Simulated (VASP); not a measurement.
# PbS (Fm-3m) in VASP: settings compared

Aim: see how the results for PbS move with the level of theory and the settings. Levels: B3LYP5, PBE. Tasks: single point.

Everything below comes from runs of VASP 6.6.1. Logs are shortened: lines on timing, memory, paths and dates and some standing lists are left out, and cuts for length are marked.

### 1 The cell of the first run

It takes space group Fm-3m (No. 225, cubic). The conventional cell has a = 6.010 Å, b = 6.010 Å, c = 6.010 Å, α = 90.00°, β = 90.00°, γ = 90.00°. Within 4.0 Å of Pb (site symmetry m-3m) lie 6 S at 3.00 Å. S (site symmetry m-3m) has 6 Pb at 3.00 Å within 4.0 Å.

### 2 Single point, B3LYP5

The input, POSCAR:

```
PbS
1.0
    0.0000000000      3.0047775019      3.0047775019
    3.0047775019      0.0000000000      3.0047775019
    3.0047775019      3.0047775019      0.0000000000
Pb S
1 1
Direct
    0.0000000000      0.0000000000      0.0000000000
    0.5000000000      0.5000000000      0.5000000000
```

The input, INCAR.step1:

```
SYSTEM = PbS
PREC = Accurate
ENCUT = 520
EDIFF = 1E-5
ISMEAR = -1
SIGMA = 0.05
LREAL = .FALSE.
LASPH = .TRUE.
NELM = 80
ALGO = Normal
ISIF = 2
LWAVE = .TRUE.
LCHARG = .FALSE.
NBANDS = 17
GGA = PE
```

The input, INCAR.step2:

```
SYSTEM = PbS
PREC = Accurate
ENCUT = 520
EDIFF = 1E-7
ISMEAR = -1
SIGMA = 0.05
LREAL = .FALSE.
LASPH = .TRUE.
NELM = 80
ALGO = Normal
ISIF = 2
LWAVE = .FALSE.
LCHARG = .FALSE.
GGA = B5
LHFCALC = .TRUE.
AEXX = 0.2
AGGAX = 0.72
AGGAC = 0.81
ALDAC = 0.19
PRECFOCK = Normal
NBANDS = 17
ISTART = 1
```

The input, KPOINTS:

```
regular mesh
0
G
  4 4 4
  0 0 0
```

Potentials or basis: VASP PAW PBE potentials, release 64 (Pb_d, S).

Launch:

```
> cat potpaw_PBE.64/Pb_d/POTCAR potpaw_PBE.64/S/POTCAR > POTCAR
> cp INCAR.step1 INCAR
> mpirun -np 1 vasp_std > vasp.out
> cp INCAR.step2 INCAR
> mpirun -np 1 vasp_std > vasp.out
```

OUTCAR:

```text
SYSTEM = PbS
   PREC = Accurate
   ENCUT = 520
   EDIFF = 1E-7
   ISMEAR = -1
   LREAL = .FALSE.
   LASPH = .TRUE.
   NELM = 80
   ISIF = 2
   GGA = B5
   LHFCALC = .TRUE.
   AEXX = 0.2
   PRECFOCK = Normal
   ISTART = 1

 ion  position               nearest neighbor table
   1  0.000  0.000  0.000-   2 3.00   2 3.00   2 3.00   2 3.00   2 3.00   2 3.00
   2  0.500  0.500  0.500-   1 3.00   1 3.00   1 3.00   1 3.00   1 3.00   1 3.00

  LATTYP: Found a face centered cubic cell.
 ALAT       =     6.0095550038

  Lattice vectors:

 A1 = (   0.0000000000,   3.0047775019,   3.0047775019)
 A2 = (   3.0047775019,   0.0000000000,   3.0047775019)
 A3 = (   3.0047775019,   3.0047775019,   0.0000000000)

Analysis of symmetry for initial positions (statically):
=====================================================================
 Subroutine PRICEL returns:
 Original cell was already a primitive cell.

 Routine SETGRP: Setting up the symmetry group for a
 face centered cubic supercell.

 Subroutine GETGRP returns: Found 48 space group operations
 (whereof 48 operations were pure point group operations)
 out of a pool of 48 trial point group operations.

The static configuration has the point symmetry O_h .

Analysis of symmetry for dynamics (positions and initial velocities):
=====================================================================
 Subroutine PRICEL returns:
 Original cell was already a primitive cell.

 Routine SETGRP: Setting up the symmetry group for a
 face centered cubic supercell.

 Subroutine GETGRP returns: Found 48 space group operations
 (whereof 48 operations were pure point group operations)
 out of a pool of 48 trial point group operations.

The dynamic configuration has the point symmetry O_h .

 Subroutine INISYM returns: Found 48 space group operations
 (whereof 48 operations are pure point group operations),
 and found     1 'primitive' translations

----------------------------------------------------------------------------------------

                                     Primitive cell

  volume of cell :      54.2584

  direct lattice vectors                    reciprocal lattice vectors
     0.000000000  3.004777502  3.004777502    -0.166401672  0.166401672  0.166401672
     3.004777502  0.000000000  3.004777502     0.166401672 -0.166401672  0.166401672
     3.004777502  3.004777502  0.000000000     0.166401672  0.166401672 -0.166401672

  length of vectors
     4.249397095  4.249397095  4.249397095     0.288216150  0.288216150  0.288216150

  position of ions in fractional coordinates (direct lattice)
     0.000000000  0.000000000  0.000000000
     0.500000000  0.500000000  0.500000000

  ion indices of the primitive-cell ions
   primitive index   ion index
                 1           1
                 2           2

----------------------------------------------------------------------------------------

 KPOINTS: regular mesh

Automatic generation of k-mesh.
 Grid dimensions read from file:
 generate k-points for:    4    4    4

 Generating k-lattice:

  Cartesian coordinates                     Fractional coordinates (reciprocal lattice)
    -0.041600418  0.041600418  0.041600418     0.250000000  0.000000000  0.000000000
     0.041600418 -0.041600418  0.041600418     0.000000000  0.250000000  0.000000000
     0.041600418  0.041600418 -0.041600418     0.000000000  0.000000000  0.250000000

  Length of vectors
     0.072054038  0.072054038  0.072054038

  Shift w.r.t. Gamma in fractional coordinates (k-lattice)
     0.000000000  0.000000000  0.000000000

 Subroutine IBZKPT returns following result:
 ===========================================

 Found      8 irreducible k-points:

 Following reciprocal coordinates:
            Coordinates               Weight
  0.000000  0.000000  0.000000      1.000000
  0.250000  0.000000  0.000000      8.000000
  0.500000  0.000000  0.000000      4.000000
  0.250000  0.250000  0.000000      6.000000
  0.500000  0.250000  0.000000     24.000000
 -0.250000  0.250000  0.000000     12.000000
  0.500000  0.500000  0.000000      3.000000
 -0.250000  0.500000  0.250000      6.000000
   k-points           NKPTS =      8   k-points in BZ     NKDIM =     64   number of bands    NBANDS=     17
   number of dos      NEDOS =    301   number of ions     NIONS =      2
   total plane-waves  NPLWV =  32768
   dimension x,y,z NGX =    32 NGY =   32 NGZ =   32
   dimension x,y,z NGXF=    64 NGYF=   64 NGZF=   64
   ions per type =               1   1
   NGX,Y,Z   is equivalent  to a cutoff of  12.52, 12.52, 12.52 a.u.
   NGXF,Y,Z  is equivalent  to a cutoff of  25.04, 25.04, 25.04 a.u.
 SYSTEM =  PbS
   PREC   = accura    normal or accurate (medium, high low for compatibility)
   ISTART =      1    job   : 0-new  1-cont  2-samecut
   ICHARG =      0    charge: 1-file 2-atom 10-const
   ISPIN  =      1    spin polarized calculation?
   LNONCOLLINEAR =      F non collinear calculations
   LSORBIT =      F    spin-orbit coupling
   LASPH  =      T    aspherical Exc in radial PAW
   ENCUT  =  520.0 eV  38.22 Ry    6.18 a.u.   7.90  7.90  7.90*2*pi/ulx,y,z
   NELM   =     80;   NELMIN=  2; NELMDL=  0     # of ELM steps
   EDIFF  = 0.1E-06   stopping-criterion for ELM
   LREAL  =      F    real-space projection
   EDIFFG = 0.1E-05   stopping-criterion for IOM
   NSW    =      0    number of steps for IOM
   IBRION =     -1    ionic relax: 0-MD 1-quasi-New 2-CG
   NFREE  =      0    steps in history (QN), initial steepest desc. (CG)
   ISIF   =      2    stress and relaxation
   ISYM   =      3    0-nonsym 1-usesym 2-fastsym
   POTIM  = 0.5000    time-step for ionic-motion
   TEBEG  =    0.0;   TEEND  =   0.0 temperature during run
   PSTRESS=    0.0 pullay stress
   NELECT =      20.0000    total number of electrons
   NUPDOWN=      -1.0000    fix difference up-down
   EMIN   =  10.00;   EMAX   =-10.00  energy-range for DOS
   EFERMI =   0.00;   METHOD = LEGACY
   ISMEAR =    -1;   SIGMA  =   0.05  broadening in eV -4-tet -1-fermi 0-gaus
   EFERMI_NEDOS =   21; number of points for ismear=-14 and -15
   IALGO  =     38    algorithm
   IMIX   =      1    mixing-type and parameters
     AMIX     =   0.40;   BMIX     =  1.00
     AMIX_MAG =   1.60;   BMIX_MAG =  1.00
  volume/ion in A,a.u.               =      27.13       183.08
  Fermi-wavevector in a.u.,A,eV,Ry     =   1.173805  2.218169 18.746345  1.377817
  Thomas-Fermi vector in A             =   2.310212
   LORBIT       =      0    0 simple, 1 ext, 2 COOP (PROOUT), +10 PAW based schemes
   GGA     = B5    functional components
   LHFCALC =     T    Hartree Fock is set to
   PRECFOCK=normal    Normal, Fast or Accurate (Low or Medium for compatibility)
   ENCUT4O =  -1.0   cutoff for four orbital integrals eV
   NKREDX  =     1    reduce k-point grid by
   NKREDY  =     1    reduce k-point grid by
   NKREDZ  =     1    reduce k-point grid by
   AEXX    =    0.2000 exact exchange contribution
   HFSCREEN=    0.0000 screening length (either q_TF or 0.3 A-1)
   HFSCREENC=   0.0000 screening length for correlation (either q_TF or 0.3 A-1)
   ENCUTFOCK=  -1.0 apply spherical cutoff to Coloumb kernel
   IVDW    =     0    specifies the selected vdW correction
   LEPSILON=     F    determine dielectric tensor
   LRPA    =     F    only Hartree local field effects (RPA)
 non-spin polarized calculation
  energy-cutoff  :      520.00
  volume of cell :       54.26
 maximum number of plane-waves:      1476
  NGX = 24; NGY = 24; NGZ = 24

 number of electron      20.0000003 magnetization

 Free energy of the ion-electron system (eV)
  ---------------------------------------------------
  ext. energy  EPLUGINS =         0.00000000
  ---------------------------------------------------
  free energy    TOTEN  =        -9.99151244 eV

  energy without entropy =       -9.99151238  energy(sigma->0) =       -9.99151241

 E-fermi :   5.8072     XC(G=0):  -7.4641

 val. band max:        5.0493330524   @ k =   0.5000   0.0000   0.0000
 cond. band min:       6.5652004945   @ k =   0.5000   0.0000   0.0000
 fundamental gap:      1.5158674422
 Fermi energy:         5.8072365937

 k-point     1 :       0.0000    0.0000    0.0000
  band No.  band energies     occupation
      1     -13.1286      2.00000
      2     -13.1285      2.00000
      3     -13.1285      2.00000
      4     -13.1246      2.00000
      5     -13.1246      2.00000
      6      -9.3899      2.00000
[... 9 lines left out ...]
     16      13.2668      0.00000
     17      15.3592      0.00000

 k-point     2 :       0.2500    0.0000    0.0000
  band No.  band energies     occupation
      1     -13.1401      2.00000
      2     -13.1401      2.00000
      3     -13.1267      2.00000
      4     -13.1086      2.00000
      5     -13.1086      2.00000
      6      -8.8926      2.00000
[... 9 lines left out ...]
     16      14.5081      0.00000
     17      18.3946      0.00000

 k-point     3 :       0.5000    0.0000    0.0000
  band No.  band energies     occupation
      1     -13.1547      2.00000
      2     -13.1547      2.00000
      3     -13.1258      2.00000
      4     -13.0893      2.00000
      5     -13.0893      2.00000
      6      -8.1832      2.00000
[... 9 lines left out ...]
     16      16.7826      0.00000
     17      17.0538      0.00000

 k-point     4 :       0.2500    0.2500    0.0000
  band No.  band energies     occupation
      1     -13.1777      2.00000
      2     -13.1392      2.00000
      3     -13.1138      2.00000
      4     -13.1035      2.00000
      5     -13.1035      2.00000
      6      -8.7104      2.00000
[... 9 lines left out ...]
     16      16.5131      0.00000
     17      16.5689      0.00000

 k-point     5 :       0.5000    0.2500    0.0000
  band No.  band energies     occupation
      1     -13.2048      2.00000
      2     -13.1297      2.00000
      3     -13.1271      2.00000
      4     -13.0958      2.00000
      5     -13.0850      2.00000
      6      -7.9984      2.00000
[... 9 lines left out ...]
     16      17.4152      0.00000
     17      18.0394      0.00000

 k-point     6 :      -0.2500    0.2500    0.0000
  band No.  band energies     occupation
      1     -13.1676      2.00000
      2     -13.1423      2.00000
      3     -13.1164      2.00000
      4     -13.1028      2.00000
      5     -13.1014      2.00000
      6      -8.2451      2.00000
[... 9 lines left out ...]
     16      16.3987      0.00000
     17      17.2814      0.00000

 k-point     7 :       0.5000    0.5000    0.0000
  band No.  band energies     occupation
      1     -13.2616      2.00000
      2     -13.1498      2.00000
      3     -13.1029      2.00000
      4     -13.0769      2.00000
      5     -13.0769      2.00000
      6      -7.7822      2.00000
[... 9 lines left out ...]
     16      18.7989      0.00000
     17      18.9730      0.00000

 k-point     8 :      -0.2500    0.5000    0.2500
  band No.  band energies     occupation
      1     -13.2225      2.00000
      2     -13.1259      2.00000
      3     -13.1144      2.00000
      4     -13.1144      2.00000
      5     -13.0769      2.00000
      6      -7.7441      2.00000
[... 9 lines left out ...]
     16      18.5317      0.00000
     17      18.9697      0.00000

------------------------ aborting loop because EDIFF is reached ----------------------------------------

  FORCE on cell =-STRESS in cart. coord.  units (eV):
  Direction    XX          YY          ZZ          XY          YZ          ZX
  --------------------------------------------------------------------------------------
  -------------------------------------------------------------------------------------
  Total        0.6787858      0.6787858      0.6787858      0.0000000      0.0000000     -0.0000000
  in kB       20.0436287     20.0436287     20.0436287      0.0000000      0.0000000     -0.0000000
  external PRESSURE =      20.0436287 kB  Pullay stress =       0.0000000 kB

 VOLUME and BASIS-vectors are now :
 -----------------------------------------------------------------------------
  energy-cutoff  :      520.00
  volume of cell :       54.26
      direct lattice vectors                 reciprocal lattice vectors
     0.000000000  3.004777502  3.004777502    -0.166401672  0.166401672  0.166401672
     3.004777502  0.000000000  3.004777502     0.166401672 -0.166401672  0.166401672
     3.004777502  3.004777502  0.000000000     0.166401672  0.166401672 -0.166401672

 POSITION                                       TOTAL-FORCE (eV/Angst)
 -----------------------------------------------------------------------------------
      0.00000      0.00000      0.00000         0.000000     -0.000000     -0.000000
      3.00478      3.00478      3.00478        -0.000000      0.000000      0.000000
 -----------------------------------------------------------------------------------
    total drift:                               -0.000000     -0.000000     -0.000000

  FREE ENERGIE OF THE ION-ELECTRON SYSTEM (eV)
  ---------------------------------------------------
  free  energy   TOTEN  =        -9.9915124353 eV

  energy  without entropy=       -9.9915123826  energy(sigma->0) =       -9.99151241
```

Run time: 15 min. Hardware: 1 thread of Intel Xeon 8259CL, shared host; peak memory 0.19 GiB.

What came out:

- Free energy: -9.9915 eV
- Pressure: 2.0 GPa
- Band gap on the k mesh: 1.52 eV

Levels at points of the mesh, in eV from the valence-band top:
```csv
k point,band 7,band 8,band 9,band 10,band 11,band 12,band 13,band 14
"(0.00, 0.00, 0.00)",-6.49,-2.22,-2.22,-2.22,6.30,6.30,6.30,8.22
"(0.50, 0.00, 0.00)",-9.31,-1.81,-1.81,0.00,1.52,3.07,3.07,10.19
"(0.50, 0.50, 0.00)",-7.65,-5.28,-3.50,-3.50,5.35,6.81,6.82,6.82
```

Caveat: the k points lie up to 0.45 Å⁻¹ apart; the PAW data sets were made with another functional, which shifts forces and pressure a little; spin-orbit coupling is left out, which moves the levels of the heavy elements.

### 3 Single point, B3LYP5

This run uses another cell than the first one, of 27.65 Å³/atom.

The input, POSCAR:

```
PbS
1.0
    0.0000000000      3.0239167281      3.0239167281
    3.0239167281      0.0000000000      3.0239167281
    3.0239167281      3.0239167281      0.0000000000
Pb S
1 1
Direct
    0.0000000000      0.0000000000      0.0000000000
    0.5000000000      0.5000000000      0.5000000000
```

The input, INCAR.step1:

```
SYSTEM = PbS
ALGO = Normal ; EDIFF = 1E-5
ENCUT = 520 ; GGA = PE
ISIF = 2 ; ISMEAR = -1
LASPH = .TRUE. ; LCHARG = .FALSE.
LREAL = .FALSE. ; LWAVE = .TRUE.
NBANDS = 17 ; NELM = 80
PREC = Accurate ; SIGMA = 0.05
```

The input, INCAR.step2:

```
SYSTEM = PbS
AEXX = 0.2 ; AGGAC = 0.81
AGGAX = 0.72 ; ALDAC = 0.19
ALGO = Normal ; EDIFF = 1E-7
ENCUT = 520 ; GGA = B5
ISIF = 2 ; ISMEAR = -1
ISTART = 1 ; LASPH = .TRUE.
LCHARG = .FALSE. ; LHFCALC = .TRUE.
LREAL = .FALSE. ; LWAVE = .FALSE.
NBANDS = 17 ; NELM = 80
PREC = Accurate ; PRECFOCK = Normal
SIGMA = 0.05
```

The input, KPOINTS:

```
k-points
0
G
  4 4 4
  0 0 0
```

Potentials or basis: VASP PAW PBE potentials, release 64 (Pb_d, S).

Launch:

```
> cat potpaw_PBE.64/Pb_d/POTCAR potpaw_PBE.64/S/POTCAR > POTCAR
> cp INCAR.step1 INCAR
> mpirun -np 1 vasp_std > vasp.out
> cp INCAR.step2 INCAR
> mpirun -np 1 vasp_std > vasp.out
```

It took 14 min on 1 thread of Intel Xeon 8259CL, shared host; peak memory 0.19 GiB.

It converged, with:

```yaml
Free_energy: -10.0014 eV
Pressure: 0.9 GPa
Band_gap_on_the_k_mesh: 1.58 eV
```

Levels at points of the mesh, in eV from the valence-band top:
| k point | band 8 | band 9 | band 10 | band 11 | band 12 | band 13 |
| --- | --- | --- | --- | --- | --- | --- |
| (0.00, 0.00, 0.00) | -2.10 | -2.10 | -2.10 | 6.26 | 6.26 | 6.26 |
| (0.50, 0.00, 0.00) | -1.71 | -1.71 | 0.00 | 1.58 | 3.12 | 3.12 |
| (0.50, 0.50, 0.00) | -5.10 | -3.36 | -3.36 | 5.44 | 6.76 | 6.76 |

Caveat: the k points lie up to 0.45 Å⁻¹ apart; the PAW data sets were made with another functional, which shifts forces and pressure a little; spin-orbit coupling is left out, which moves the levels of the heavy elements. A k mesh can miss the band edges.

### 4 Single point, PBE

This run uses another cell than the first one, of 26.09 Å³/atom.

The input, INCAR:

```
ALGO     = Normal         # electronic algorithm
EDIFF    = 1E-7           # SCF threshold, eV
ENCUT    = 520            # plane-wave cutoff, eV
GGA      = PE             # functional
ISIF     = 2              # what is computed and relaxed
ISMEAR   = -1             # smearing method
LASPH    = True           # aspherical terms in the spheres
LCHARG   = True           # write CHGCAR
LELF     = True           # ELF
LREAL    = False          # projectors in reciprocal space
LVHAR    = True         
LWAVE    = False          # write WAVECAR
NBANDS   = 17             # bands
NELM     = 60             # most SCF steps
PREC     = Accurate       # precision mode
SIGMA    = 0.06           # smearing width, eV
```

The input, KPOINTS:

```
k-points
0
Gamma
  4 4 4
```

The input, POSCAR:

```
PbS
1.0
    0.0000000000      2.9657500000      2.9657500000
    2.9657500000      0.0000000000      2.9657500000
    2.9657500000      2.9657500000      0.0000000000
Pb S
1 1
Direct
    0.0000000000      0.0000000000      0.0000000000
    0.5000000000      0.5000000000      0.5000000000
```

Launch:

```
> cat potpaw_PBE.64/Pb_d/POTCAR potpaw_PBE.64/S/POTCAR > POTCAR
> mpirun -np 1 vasp_std > vasp.out
```

Wall time 6.2 s (1 thread of Intel Xeon Platinum 8488C (Sapphire Rapids), shared host); peak memory 0.17 GiB.

It converged, with:

* Free energy: -8.7427 eV
* Pressure: 2.2 GPa
* Band gap on the k mesh: 0.37 eV

Levels at points of the mesh, in eV from the valence-band top:
```
           k point  band 8  band 9  band 10  band 11  band 12  band 13
(0.00, 0.00, 0.00)   -2.17   -2.17    -2.17     5.22     5.22     5.22
(0.50, 0.00, 0.00)   -1.78   -1.78     0.00     0.37     1.97     1.97
(0.50, 0.50, 0.00)   -5.20   -3.44    -3.44     3.86     5.58     5.69
```

Caveat: the k points lie up to 0.46 Å⁻¹ apart; spin-orbit coupling is left out, which moves the levels of the heavy elements.

### 5 Single point, PBE

This run uses another cell than the first one, of 26.09 Å³/atom.

The input, INCAR:

```
SYSTEM = PbS
PREC = Accurate
ENCUT = 520
EDIFF = 1E-7
ISMEAR = 0
SIGMA = 0.028000000000000004
LREAL = .FALSE.
LASPH = .TRUE.
NELM = 60
ALGO = Normal
ISIF = 2
LWAVE = .FALSE.
LCHARG = .FALSE.
GGA = PE
NBANDS = 17
```

The input, KPOINTS:

```
Automatic mesh
0
G
  8 8 8
  0 0 0
```

POSCAR is that of step 4.

Launch:

```
> cat potpaw_PBE.64/Pb_d/POTCAR potpaw_PBE.64/S/POTCAR > POTCAR
> mpirun -np 1 vasp_std > vasp.out
```

Wall time 13 s (1 thread of Intel Xeon Platinum 8488C (Sapphire Rapids), shared host); peak memory 0.18 GiB.

It converged, with:

* Free energy: -8.7560 eV
* Pressure: 2.2 GPa
* Band gap on the k mesh: 0.36 eV

Levels at points of the mesh, in eV from the valence-band top:
```
           k point  band 7  band 8  band 9  band 10  band 11  band 12  band 13  band 14
(0.00, 0.00, 0.00)   -6.04   -2.17   -2.17    -2.17     5.21     5.21     5.21     6.73
(0.50, 0.00, 0.00)   -8.85   -1.78   -1.78     0.00     0.36     1.96     1.96     8.66
(0.50, 0.50, 0.00)   -7.20   -5.20   -3.44    -3.44     3.86     5.58     5.68     5.68
```

Caveat: spin-orbit coupling is left out, which moves the levels of the heavy elements.

### 6 Overview

| level | cell | k mesh | smearing | grid for exact exchange (PRECFOCK) | share of exact exchange | gap on the mesh (eV) | pressure (GPa) |
| --- | --- | --- | --- | --- | --- | --- | --- |
| B3LYP5 | a = 4.249 Å, angles 60.0°, 2 atoms | 4 × 4 × 4 | fermi-dirac 0.05 eV | Normal | 0.2 | 1.52 | 2.0 |
| B3LYP5 | a = 4.276 Å, angles 60.0°, 2 atoms | 4 × 4 × 4 | fermi-dirac 0.05 eV | Normal | 0.2 | 1.58 | 0.9 |
| PBE | a = 4.194 Å, angles 60.0°, 2 atoms | 4 × 4 × 4 | fermi-dirac 0.06 eV | - | - | 0.37 | 2.2 |
| PBE | a = 4.194 Å, angles 60.0°, 2 atoms | 8 × 8 × 8 | gaussian 0.028 eV | - | - | 0.36 | 2.2 |

Alike in all rows: task single point; potentials or basis VASP PAW PBE potentials, release 64 (Pb_d, S); no spin polarisation; cutoff (eV) 520.

Caveats: some runs use coarse meshes; spin-orbit coupling is left out, which moves the levels of the heavy elements; the PAW data sets were made with another functional, which shifts forces and pressure a little (at least some runs).

Absolute energies hang on the potentials; compare differences alone.
